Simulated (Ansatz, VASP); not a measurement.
# AlN in VASP and in Ansatz

Contents of INCAR:

```
ALGO = Normal
EDIFF = 1E-6
ENCUT = 520
GGA = CA
ISIF = 2
ISMEAR = -1
LASPH = T
LCHARG = F
LREAL = F
LWAVE = F
NBANDS = 11
NELM = 80
PREC = Accurate
SIGMA = 0.01
```

File KPOINTS:

```
k-points
0
Gamma
  12 12 12
```

The input POSCAR:

```
AlN
1.0
    0.0197800000      1.9878900000      1.9878900000
    1.9878900000      0.0197800000      1.9878900000
    1.9878900000      1.9878900000      0.0197800000
Al N
1 1
Direct
    0.0000000000      0.0000000000      0.0000000000
    0.5000000000      0.5000000000      0.5000000000
```

Input for Ansatz:

```yaml
crystal:
  lattice:
    - [0.01978, 1.98789, 1.98789]
    - [1.98789, 0.01978, 1.98789]
    - [1.98789, 1.98789, 0.01978]
  atoms:
    - { symbol: Al, position: [0.0, 0.0, 0.0] }
    - { symbol: "N", position: [0.5, 0.5, 0.5] }
kpoints:
  mp_grid: { grid: [12, 12, 12] }
  band_path:
    path:
      - [0.0, 0.0, 0.0]
      - [0.5, 0.5, 0.5]
      - [0.247543133, 0.5, 0.752456867]
      - [-0.247543133, 0.247543133, 0.5]
      - [0.0, 0.0, 0.5]
      - [0.0, 0.0, 0.0]
      - [-0.3737715665, 0.0, 0.3737715665]
      - [0.0, 0.3737715665, 0.6262284335]
      - [0.0, 0.5, 0.5]
    npoints: 5
scf:
  occupations: { method: fermi_dirac, width: 0.01 }
hamiltonian:
  xc: lda
  pseudopotentials: { kind: all_electron, lapw: { basis_error: 0.0005 } }
output:
  forces: true
  stress: true
  eigenvalues: true
```

Change from the starting cell: equal xy, yz and zx shear strains of +1 %.

Alike in both runs: task single point; functional LDA; k mesh 12 × 12 × 12; occupations fermi-dirac, width 0.01 eV; no spin polarisation.

|  | VASP | Ansatz |
| --- | --- | --- |
| version | VASP 6.6.1 | Ansatz 0.2.0 |
| potentials or method | VASP PAW LDA potentials, release 64 (Al, N), cutoff 520 eV | all-electron LAPW, scalar-relativistic |

Ansatz gave:

- gap on the k mesh at the Fermi level (eV): 4.85
- pressure (GPa): 12.5
- traceless stress, the component that is largest in VASP (GPa): -3.50

Task: Estimate VASP's values.

Result: gap on the k mesh at the Fermi level (eV): 4.84; pressure (GPa): 13.3; traceless stress, the component that is largest in VASP (GPa): -3.50.

LDA's correlation is that of Perdew and Zunger in VASP and of Perdew and Wang (1992) in Ansatz. Ansatz ran all-electron here, and VASP with PAW potentials.
